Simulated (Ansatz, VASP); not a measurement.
## One calculation of SiO2, two programs

File INCAR:

```
SYSTEM = SiO2
PREC = Accurate
ENCUT = 600
EDIFF = 1E-6
ISMEAR = 0
SIGMA = 0.02
LREAL = .False.
LASPH = .True.
NELM = 60
ALGO = Normal
ISIF = 3
LWAVE = .False.
LCHARG = .False.
GGA = PE
IBRION = 2
NSW = 80
EDIFFG = -0.01
```

File KPOINTS:

```
regular mesh
0
Gamma
  10 10 10
  0 0 0
```

Contents of POSCAR:

```
SiO2
1.0
   -1.7631929503      1.7631929503      4.2599462538
    1.7631929503     -1.7631929503      4.2599462538
    1.7631929503      1.7631929503     -4.2599462538
Si O
2 4
Direct
    0.0000000000      0.0000000000      0.0000000000
    0.7500000000      0.2500000000      0.5000000000
    0.9578365121      0.4578365121      0.5000000000
    0.2078365121      0.2078365121      0.0000000000
    0.5421634879      0.0421634879      0.5000000000
    0.7921634879      0.7921634879      0.0000000000
```

Input for Ansatz:

```yaml
crystal:
  lattice:
    - [-1.7631929494, 1.7631929494, 4.2599462567]
    - [1.7631929494, -1.7631929494, 4.2599462567]
    - [1.7631929494, 1.7631929494, -4.2599462567]
  atoms:
    - { symbol: Si, position: [0.0, 0.0, 0.0] }
    - { symbol: Si, position: [0.75, 0.25, 0.5] }
    - { symbol: O, position: [0.9578365124, 0.4578365124, 0.5] }
    - { symbol: O, position: [0.2078365124, 0.2078365124, 0.0] }
    - { symbol: O, position: [0.5421634876, 0.0421634876, 0.5] }
    - { symbol: O, position: [0.7921634876, 0.7921634876, 0.0] }
basis:
  ecutwfc: 420
kpoints:
  mp_grid: { grid: [10, 10, 10] }
hamiltonian:
  xc: pbe
scf:
  occupations: { method: gaussian, width: 0.02 }
output:
  forces: true
  stress: true
  eigenvalues: true
relax:
  adjacent_minimum: "off"
  f_tol: 0.01
  max_steps: 60
  cell: { stress_tol: 0.1 }
```

Alike in both runs: task relaxation of cell and atoms; functional PBE; k mesh 10 × 10 × 10; occupations gaussian, width 0.02 eV; no spin polarisation.

```csv
,VASP,Ansatz
version,VASP 6.6.1,Ansatz 0.2.0
potentials or method,"VASP PAW PBE potentials, release 64 (Si, O), cutoff 600 eV","scalar-relativistic, plane waves, PAW"
valence electrons in the cell,32,32
```

VASP gave:

| Property | Result |
| --- | --- |
| gap on the k mesh at the Fermi level, each at its own relaxed structure (eV) | 5.80 |
| relaxed volume (Å³/atom) | 8.82 |
| relaxed length of the cell vector where the two differ most in proportion (Å) | 4.937 |

Problem. Which values does Ansatz return?

Solution. gap on the k mesh at the Fermi level, each at its own relaxed structure (eV): 5.80; relaxed volume (Å³/atom): 8.83; relaxed length of the cell vector where the two differ most in proportion (Å): 4.936.
